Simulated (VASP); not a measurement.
Input of a VASP 6.6.1 run:

INCAR

```
PREC = Accurate
ENCUT = 600
EDIFF = 1E-6
ISMEAR = 0
SIGMA = 0.1
LREAL = F
LASPH = T
NELM = 120
ALGO = Normal
ISIF = 2
LWAVE = F
LCHARG = F
GGA = PE
NBANDS = 15
GGA_COMPAT = F
```

Contents of KPOINTS:

```
Automatic mesh
0
Gamma
  6 6 6
```

The input POSCAR:

```
SrO
1.0
    0.0000000000      2.5806600000      2.5806600000
    2.5806600000      0.0000000000      2.5806600000
    2.5806600000      2.5806600000      0.0000000000
Sr O
1 1
Direct
    0.0000000000      0.0000000000      0.0000000000
    0.5000000000      0.5000000000      0.5000000000
```

Potentials or basis: VASP PAW PBE potentials, release 64 (Sr_sv, O).

The run is started by

```sh
$ cat potpaw_PBE.64/Sr_sv/POTCAR potpaw_PBE.64/O/POTCAR > POTCAR
$ mpirun -np 1 vasp_std > vasp.out
```

(1) Estimate the pressure.

(2) Predict the band gap on the k mesh.

Answers

(1) 2.2 GPa.

(2) 3.27 eV, indirect (least direct gap 3.37 eV).
